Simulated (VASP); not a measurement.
# TiAl (P-6m2) in VASP: further runs

TiAl is run at these levels: PBE; tasks: single point.

All numbers are computed with VASP 6.6.1; they aren't measurements. Logs are shortened: lines on timing, memory, paths and dates and some standing lists are left out, and cuts for length are marked.

## 1. The cell of the first run

Symmetry: P-6m2, No. 187, hexagonal system. The conventional cell has a = 2.953 Å, b = 2.953 Å, c = 4.230 Å, α = 90.00°, β = 90.00°, γ = 120.00°. Ti (site symmetry -6m2) has 6 Al at 2.72 Å and 6 Ti at 2.95 Å within 3.6 Å. Al (site symmetry -6m2) has 6 Ti at 2.72 Å and 6 Al at 2.95 Å within 3.6 Å.

## 2. Single point, PBE

Input file INCAR:

```
ALGO = Normal ; EDIFF = 1E-6
ENCUT = 520 ; GGA = PE
ISIF = 2 ; ISMEAR = 0
LASPH = T ; LCHARG = F
LREAL = F ; LWAVE = F
NBANDS = 14 ; NELM = 60
PREC = Accurate ; SIGMA = 0.15
```

Input file KPOINTS:

```
k-points
0
Gamma
  18 18 10
```

Input file POSCAR:

```
TiAl
1.0
    2.9530000000      0.0000000000      0.0000000000
   -1.4765000000      2.5573730174      0.0000000000
    0.0000000000      0.0000000000      4.2301000000
Ti Al
1 1
Direct
    0.0000000000      0.0000000000      0.0000000000
    0.3333333333      0.6666666667      0.5000000000
```

Potentials or basis: VASP PAW PBE potentials, release 64 (Ti_sv, Al).

Command:

```
$ cat potpaw_PBE.64/Ti_sv/POTCAR potpaw_PBE.64/Al/POTCAR > POTCAR
$ mpirun -np 1 vasp_std > vasp.out
```

OUTCAR:

```text
EDIFF = 1E-6
   ENCUT = 520
   GGA = PE
   ISIF = 2
   ISMEAR = 0
   LASPH = T
   LREAL = F
   NELM = 60
   PREC = Accurate

 ion  position               nearest neighbor table
   1  0.000  0.000  0.000-   2 2.72   2 2.72   2 2.72   2 2.72   2 2.72   2 2.72
   2  0.333  0.667  0.500-   1 2.72   1 2.72   1 2.72   1 2.72   1 2.72   1 2.72

  LATTYP: Found a hexagonal cell.
 ALAT       =     2.9530000000
 C/A-ratio  =     1.4324754487

  Lattice vectors:

 A1 = (   2.9530000000,   0.0000000000,   0.0000000000)
 A2 = (  -1.4765000000,   2.5573730174,   0.0000000000)
 A3 = (   0.0000000000,   0.0000000000,   4.2301000000)

Analysis of symmetry for initial positions (statically):
=====================================================================
 Subroutine PRICEL returns:
 Original cell was already a primitive cell.

 Routine SETGRP: Setting up the symmetry group for a
 hexagonal supercell.

 Subroutine GETGRP returns: Found 12 space group operations
 (whereof 12 operations were pure point group operations)
 out of a pool of 24 trial point group operations.

The static configuration has the point symmetry D_3h.

Analysis of symmetry for dynamics (positions and initial velocities):
=====================================================================
 Subroutine PRICEL returns:
 Original cell was already a primitive cell.

 Routine SETGRP: Setting up the symmetry group for a
 hexagonal supercell.

 Subroutine GETGRP returns: Found 12 space group operations
 (whereof 12 operations were pure point group operations)
 out of a pool of 24 trial point group operations.

The dynamic configuration has the point symmetry D_3h.

 Subroutine INISYM returns: Found 12 space group operations
 (whereof 12 operations are pure point group operations),
 and found     1 'primitive' translations

----------------------------------------------------------------------------------------

                                     Primitive cell

  volume of cell :      31.9454

  direct lattice vectors                    reciprocal lattice vectors
     2.953000000  0.000000000  0.000000000     0.338638673  0.195513129  0.000000000
    -1.476500000  2.557373017  0.000000000     0.000000000  0.391026257  0.000000000
     0.000000000  0.000000000  4.230100000     0.000000000  0.000000000  0.236401031

  length of vectors
     2.953000000  2.953000000  4.230100000     0.391026257  0.391026257  0.236401031

  position of ions in fractional coordinates (direct lattice)
     0.000000000  0.000000000  0.000000000
     0.333333333  0.666666667  0.500000000

  ion indices of the primitive-cell ions
   primitive index   ion index
                 1           1
                 2           2

----------------------------------------------------------------------------------------

 KPOINTS: k-points

Automatic generation of k-mesh.
 Grid dimensions read from file:
 generate k-points for:   18   18   10

 Generating k-lattice:

  Cartesian coordinates                     Fractional coordinates (reciprocal lattice)
     0.018813260  0.010861840  0.000000000     0.055555556  0.000000000  0.000000000
     0.000000000  0.021723681  0.000000000     0.000000000  0.055555556  0.000000000
     0.000000000  0.000000000  0.023640103     0.000000000  0.000000000  0.100000000

  Length of vectors
     0.021723681  0.021723681  0.023640103

  Shift w.r.t. Gamma in fractional coordinates (k-lattice)
     0.000000000  0.000000000  0.000000000

 Subroutine IBZKPT returns following result:
 ===========================================

 Found    222 irreducible k-points:

 Following reciprocal coordinates:
            Coordinates               Weight
  0.000000  0.000000  0.000000      1.000000
  0.055556  0.000000  0.000000      6.000000
  0.111111  0.000000  0.000000      6.000000
  0.166667 -0.000000  0.000000      6.000000
  0.222222  0.000000  0.000000      6.000000
  0.277778  0.000000  0.000000      6.000000
[... 16 lines left out ...]
  0.333333  0.111111  0.000000     12.000000
  0.388889  0.111111  0.000000     12.000000
 [... further k-points ...]
   k-points           NKPTS =    222   k-points in BZ     NKDIM =    222   number of bands    NBANDS=     14
   number of dos      NEDOS =    301   number of ions     NIONS =      2
   total plane-waves  NPLWV =  18432
   dimension x,y,z NGX =    24 NGY =   24 NGZ =   32
   dimension x,y,z NGXF=    48 NGYF=   48 NGZF=   64
   ions per type =               1   1
   NGX,Y,Z   is equivalent  to a cutoff of  13.51, 13.51, 12.58 a.u.
   NGXF,Y,Z  is equivalent  to a cutoff of  27.02, 27.02, 25.15 a.u.
 SYSTEM =  unknown system
   PREC   = accura    normal or accurate (medium, high low for compatibility)
   ISTART =      0    job   : 0-new  1-cont  2-samecut
   ICHARG =      2    charge: 1-file 2-atom 10-const
   ISPIN  =      1    spin polarized calculation?
   LNONCOLLINEAR =      F non collinear calculations
   LSORBIT =      F    spin-orbit coupling
[... 64 lines left out ...]
      4     -24.2508      2.00000
      5      -0.6696      2.00000
      6       6.3230      2.00000
      7       7.5470      2.00000
      8       9.3960      0.00000
      9       9.3960      0.00000
     10      10.7031      0.00000
     11      10.7031      0.00000
     12      13.9029      0.00000
     13      20.0532      0.00000
     14      20.0532      0.00000

 k-point     2 :       0.0556    0.0000    0.0000
  band No.  band energies     occupation
      1     -48.2675      2.00000
      2     -24.6124      2.00000
      3     -24.2646      2.00000
      4     -24.2539      2.00000
      5      -0.5962      2.00000
      6       6.3901      2.00000
      7       7.5114      2.00000
      8       9.3193      0.00000
      9       9.4528      0.00000
     10      10.6820      0.00000
     11      10.7760      0.00000
     12      13.9063      0.00000
     13      19.0186      0.00000
     14      19.4294      0.00000

 k-point     3 :       0.1111    0.0000    0.0000
  band No.  band energies     occupation
      1     -48.2617      2.00000
      2     -24.6061      2.00000
      3     -24.3041      2.00000
      4     -24.2630      2.00000
      5      -0.3772      2.00000
      6       6.5815      2.00000
      7       7.4166      2.00000
      8       9.1063      0.00000
      9       9.6201      0.00000
     10      10.6218      0.00000
     11      10.9816      0.00000
     12      13.9082      0.00000
     13      17.4197      0.00000
     14      18.5698      0.00000

 k-point     4 :       0.1667   -0.0000    0.0000
  band No.  band energies     occupation
      1     -48.2527      2.00000
      2     -24.5965      2.00000
      3     -24.3644      2.00000
      4     -24.2768      2.00000
      5      -0.0169      2.00000
      6       6.8625      2.00000
      7       7.2885      2.00000
      8       8.8006      0.00000
      9       9.8882      0.00000
     10      10.5311      0.00000
     11      11.2894      0.00000
     12      13.8685      0.00000
     13      15.9016      0.00000
     14      17.7769      0.00000

 k-point     5 :       0.2222    0.0000    0.0000
  band No.  band energies     occupation
      1     -48.2417      2.00000
      2     -24.5846      2.00000
      3     -24.4377      2.00000
      4     -24.2936      2.00000
      5       0.4782      2.00000
      6       7.1531      2.00000
      7       7.1567      2.00000
      8       8.4549      0.02300
      9      10.2403      0.00000
     10      10.4224      0.00000
     11      11.6655      0.00000
[... 276 lines left out ...]
 k-point    22 :       0.2778    0.1111    0.0000
  band No.  band energies     occupation
      1     -48.2159      2.00000
      2     -24.5849      2.00000
      3     -24.5570      2.00000
      4     -24.3546      2.00000
      5       2.0378      2.00000
      6       6.9811      2.00000
      7       7.2265      2.00000
      8       7.8277      1.99973
      9       9.8812      0.00000
     10      10.9108      0.00000
     11      12.5579      0.00000
     12      12.8858      0.00000
     13      14.0919      0.00000
     14      14.9333      0.00000

 k-point    23 :       0.3333    0.1111    0.0000
  band No.  band energies     occupation
      1     -48.2074      2.00000
      2     -24.6350      2.00000
      3     -24.5479      2.00000
      4     -24.3721      2.00000
      5       2.8671      2.00000
      6       6.6754      2.00000
      7       6.9424      2.00000
      8       7.6009      2.00000
      9       9.7292      0.00000
     10      11.1425      0.00000
     11      12.4675      0.00000
     12      13.3409      0.00000
     13      13.8716      0.00000
     14      15.0134      0.00000

 k-point    24 :       0.3889    0.1111    0.0000
  band No.  band energies     occupation
      1     -48.2018      2.00000
      2     -24.6675      2.00000
      3     -24.5420      2.00000
      4     -24.3835      2.00000
      5       3.7560      2.00000
      6       5.8697      2.00000
      7       6.9231      2.00000
      8       7.4318      2.00000
      9       9.6275      0.00000
     10      11.3941      0.00000
     11      12.4998      0.00000
     12      13.6717      0.00000
     13      13.6890      0.00000
     14      15.2307      0.00000

 [... further k-points ...]
[... 5 lines left out ...]
  --------------------------------------------------------------------------------------
  -------------------------------------------------------------------------------------
  Total        0.4586664      0.4586664      3.7293627      0.0000000     -0.0000000     -0.0000000
  in kB       23.0037869     23.0037869    187.0410996      0.0000000     -0.0000000     -0.0000000
  external PRESSURE =      77.6828911 kB  Pullay stress =       0.0000000 kB

 VOLUME and BASIS-vectors are now :
 -----------------------------------------------------------------------------
  energy-cutoff  :      520.00
  volume of cell :       31.95
      direct lattice vectors                 reciprocal lattice vectors
     2.953000000  0.000000000  0.000000000     0.338638673  0.195513129  0.000000000
    -1.476500000  2.557373017  0.000000000     0.000000000  0.391026257  0.000000000
     0.000000000  0.000000000  4.230100000     0.000000000  0.000000000  0.236401031

 POSITION                                       TOTAL-FORCE (eV/Angst)
 -----------------------------------------------------------------------------------
      0.00000      0.00000      0.00000         0.000000     -0.000000      0.000000
     -0.00000      1.70492      2.11505        -0.000000      0.000000      0.000000
 -----------------------------------------------------------------------------------
    total drift:                                0.000000     -0.000000      0.000000

  FREE ENERGIE OF THE ION-ELECTRON SYSTEM (eV)
  ---------------------------------------------------
  free  energy   TOTEN  =       -11.9337520914 eV

  energy  without entropy=      -11.9038051761  energy(sigma->0) =      -11.91877863
```

Wall time 49 s (1 thread of Intel Xeon Platinum 8488C (Sapphire Rapids), shared host); peak memory 0.23 GiB.

Results:

| Property | Result |
| --- | --- |
| Free energy | -11.9338 eV |
| Pressure | 7.8 GPa |

Stress tensor (GPa, compression positive):
```
 2.30  0.00  0.00
 0.00  2.30  0.00
 0.00  0.00 18.70
```

Levels at points of the mesh, in eV from the Fermi level:
```
           k point  band 4  band 5  band 6  band 7  band 8  band 9  band 10  band 11  band 12  band 13
(0.00, 0.00, 0.00)  -32.46   -8.88   -1.89   -0.67    1.18    1.18     2.49     2.49     5.69    11.84
(0.50, 0.00, 0.00)  -32.57   -4.01   -3.11   -1.42   -0.88    1.84     3.69     4.43     5.02     6.29
(0.00, 0.00, 0.50)  -32.46   -7.56   -5.10    0.26    1.23    1.23     2.29     2.29     8.98    12.04
(0.50, 0.00, 0.50)  -32.57   -3.93   -2.24   -1.86    0.41    1.25     1.41     3.69     4.06     6.41
```

## 3. Single point, PBE

This run uses another cell than the first one, of the same volume but with other edges.

Input file INCAR:

```
SYSTEM = TiAl
PREC     = Accurate       ! precision mode
ENCUT    = 520            ! plane-wave cutoff, eV
EDIFF    = 1E-7           ! SCF threshold, eV
ISMEAR   = 0              ! smearing method
SIGMA    = 0.15           ! smearing width, eV
LREAL    = .False.        ! projectors in reciprocal space
LASPH    = .True.         ! aspherical terms in the spheres
NELM     = 80             ! most SCF steps
ALGO     = Normal         ! electronic algorithm
ISIF     = 2              ! what is computed and relaxed
LWAVE    = .False.        ! write WAVECAR
LCHARG   = .False.        ! write CHGCAR
GGA      = PE             ! functional
NBANDS   = 14             ! bands
```

Input file KPOINTS:

```
regular mesh
0
Gamma
  18 18 10
  0 0 0
```

Input file POSCAR:

```
TiAl
1.0
    2.7729000000      0.0000000000      0.0000000000
   -1.3864500000      2.4014018422      0.0000000000
    0.0000000000      0.0000000000      4.7879000000
Ti Al
1 1
Direct
    0.0000000000      0.0000000000      0.0000000000
    0.3333333333      0.6666666667      0.5000000000
```

Potentials or basis: VASP PAW PBE potentials, release 64 (Ti_sv, Al).

Command:

```
$ cat potpaw_PBE.64/Ti_sv/POTCAR potpaw_PBE.64/Al/POTCAR > POTCAR
$ mpirun -np 1 vasp_std > vasp.out
```

It took 70 s on 1 thread of Intel Xeon Platinum 8488C (Sapphire Rapids), shared host; peak memory 0.23 GiB.

It converged, with:

```yaml
Free_energy: -12.0301 eV
Pressure: 4.8 GPa
```

Stress tensor (GPa, compression positive):
```
 8.52  0.00  0.00
 0.00  8.52  0.00
 0.00  0.00 -2.50
```

Levels at points of the mesh, in eV from the Fermi level:
```tsv
k point	band 4	band 5	band 6	band 7	band 8	band 9	band 10	band 11
(0.00, 0.00, 0.00)	-32.25	-9.31	-2.61	-2.35	1.33	1.33	3.05	3.05
(0.50, 0.00, 0.00)	-32.43	-3.77	-2.74	-1.71	-1.21	2.32	3.97	4.05
(0.00, 0.00, 0.50)	-32.25	-8.53	-5.52	-0.82	1.34	1.34	3.00	3.00
(0.50, 0.00, 0.50)	-32.43	-3.72	-2.56	-1.98	0.68	0.90	2.18	2.61
```

## 4. Single point, PBE

This run uses another cell than the first one, of 17.31 Å³/atom, 1.084 times its volume.

Input file INCAR:

```
ALGO = Fast
EDIFF = 1E-6
ENCUT = 520
GGA = PE
ISIF = 2
ISMEAR = 0
LASPH = T
LCHARG = F
LREAL = F
LWAVE = F
NBANDS = 14
NELM = 80
PREC = Accurate
SIGMA = 0.15
```

Input file KPOINTS:

```
k-points
0
Gamma
  18 18 10
```

Input file POSCAR:

```
TiAl
1.0
    3.0250000000      0.0000000000      0.0000000000
   -1.5125000000      2.6197268464      0.0000000000
    0.0000000000      0.0000000000      4.3695000000
Ti Al
1 1
Direct
    0.0000000000      0.0000000000      0.0000000000
    0.3333333333      0.6666666667      0.5000000000
```

Command:

```
$ cat potpaw_PBE.64/Ti_sv/POTCAR potpaw_PBE.64/Al/POTCAR > POTCAR
$ mpirun -np 1 vasp_std > vasp.out
```

Run time: 1.7 min. Hardware: 1 thread of AMD EPYC 9R45 (Zen 5), shared host; peak memory 0.21 GiB.

Results (log left out):

| Property | Result |
| --- | --- |
| Free energy | -11.9957 eV |
| Pressure | -1.8 GPa |

Stress tensor (GPa, compression positive):
```
-5.56  0.00  0.00
 0.00 -5.56  0.00
 0.00  0.00  5.88
```

Levels at points of the mesh, in eV from the Fermi level:
| k point | band 5 | band 6 | band 7 | band 8 | band 9 | band 10 | band 11 | band 12 |
| --- | --- | --- | --- | --- | --- | --- | --- | --- |
| (0.00, 0.00, 0.00) | -8.53 | -1.80 | -0.80 | 1.10 | 1.10 | 2.27 | 2.27 | 5.06 |
| (0.50, 0.00, 0.00) | -3.83 | -3.05 | -1.29 | -0.77 | 1.70 | 3.34 | 3.98 | 4.67 |
| (0.00, 0.00, 0.50) | -7.34 | -4.95 | 0.20 | 1.13 | 1.13 | 2.10 | 2.10 | 8.54 |
| (0.50, 0.00, 0.50) | -3.73 | -2.20 | -1.73 | 0.29 | 1.12 | 1.32 | 3.34 | 3.61 |

## 5. Single point, PBE

This run uses another cell than the first one, of 17.33 Å³/atom, 1.085 times its volume.

Input file INCAR:

```
PREC = Accurate ; ENCUT = 520
EDIFF = 1E-6 ; ISMEAR = 0
SIGMA = 0.15 ; LREAL = False
LASPH = True ; NELM = 100
ALGO = Fast ; ISIF = 2
LWAVE = False ; LCHARG = False
GGA = PE ; NBANDS = 14
```

Input file KPOINTS:

```
regular mesh
0
Gamma
  18 18 10
```

Input file POSCAR:

```
TiAl
1.0
    2.7729000000      0.0000000000      0.0000000000
   -1.3864500000      2.4014018422      0.0000000000
    0.0000000000      0.0000000000      5.2062000000
Ti Al
1 1
Direct
    0.0000000000      0.0000000000      0.0000000000
    0.3333333333      0.6666666667      0.5000000000
```

Command:

```
$ cat potpaw_PBE.64/Ti_sv/POTCAR potpaw_PBE.64/Al/POTCAR > POTCAR
$ mpirun -np 1 vasp_std > vasp.out
```

Wall time 2.4 min (1 thread of AMD EPYC 9R45 (Zen 5), shared host); peak memory 0.21 GiB.

The run converged. Its results:

```
Free energy : -11.8328 eV
Pressure    : -2.9 GPa
```

Stress tensor (GPa, compression positive):
```
  4.82   0.00   0.00
  0.00   4.82   0.00
  0.00   0.00 -18.43
```

Levels at points of the mesh, in eV from the Fermi level:
| k point | band 3 | band 4 | band 5 | band 6 | band 7 | band 8 | band 9 | band 10 | band 11 | band 12 |
| --- | --- | --- | --- | --- | --- | --- | --- | --- | --- | --- |
| (0.00, 0.00, 0.00) | -32.47 | -32.47 | -9.14 | -2.98 | -2.83 | 1.19 | 1.19 | 2.10 | 2.91 | 2.91 |
| (0.50, 0.00, 0.00) | -32.91 | -32.64 | -3.50 | -2.59 | -1.62 | -1.36 | 2.24 | 3.29 | 3.50 | 4.15 |
| (0.00, 0.00, 0.50) | -32.47 | -32.47 | -8.60 | -5.49 | -1.23 | 1.20 | 1.20 | 2.89 | 2.89 | 4.34 |
| (0.50, 0.00, 0.50) | -32.91 | -32.64 | -3.41 | -2.58 | -1.98 | 0.62 | 0.85 | 1.65 | 2.17 | 4.15 |

## 6. The runs side by side

| cell | gap on the mesh (eV) | pressure (GPa) |
| --- | --- | --- |
| a = 2.953, b = 2.953, c = 4.230 Å, angles 90.0, 90.0, 120.0°, 2 atoms | none | 7.8 |
| a = 2.773, b = 2.773, c = 4.788 Å, angles 90.0, 90.0, 120.0°, 2 atoms | none | 4.8 |
| a = 3.025, b = 3.025, c = 4.370 Å, angles 90.0, 90.0, 120.0°, 2 atoms | none | -1.8 |
| a = 2.773, b = 2.773, c = 5.206 Å, angles 90.0, 90.0, 120.0°, 2 atoms | none | -2.9 |

Alike in all rows: task single point; level PBE; potentials or basis VASP PAW PBE potentials, release 64 (Ti_sv, Al); no spin polarisation; k mesh 18 × 18 × 10; cutoff (eV) 520; smearing gaussian 0.15 eV.

Absolute energies hang on the potentials; compare differences alone.
